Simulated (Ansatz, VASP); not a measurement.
**Two plane-wave programs on AlN**

```
CELL_PARAMETERS angstrom
0.00000 2.00508 2.00508
2.00508 0.00000 2.00508
2.00508 2.00508 0.00000
ATOMIC_POSITIONS crystal
Al 0.50000 0.50000 0.50000
N 0.00000 0.00000 0.00000
```

Alike in both runs: functional LDA; k mesh 10 × 10 × 10; occupations gaussian, width 0.02 eV; no spin polarisation.

Ansatz relaxed the structure, and its values are those at the end. VASP's run is a single point on that final structure, the one shown.

|  | VASP | Ansatz |
| --- | --- | --- |
| version | VASP 6.6.1 | Ansatz 0.2.0 |
| potentials or method | VASP PAW LDA potentials, release 64 (Al, N), cutoff 600 eV | scalar-relativistic, plane waves, PAW |
| valence electrons in the cell | 8 | 8 |

Ansatz gave:

- gap on the k mesh at the Fermi level (eV): 4.71
- least direct gap on the mesh (eV): 6.11
- pressure (GPa): 0.0

Estimate VASP's values.

gap on the k mesh at the Fermi level (eV): 4.70; least direct gap on the mesh (eV): 6.13; pressure (GPa): 0.7.

Ansatz warns that its potentials were made for another functional, while VASP's fit it. LDA's correlation is that of Perdew and Zunger in VASP and of Perdew and Wang (1992) in Ansatz.
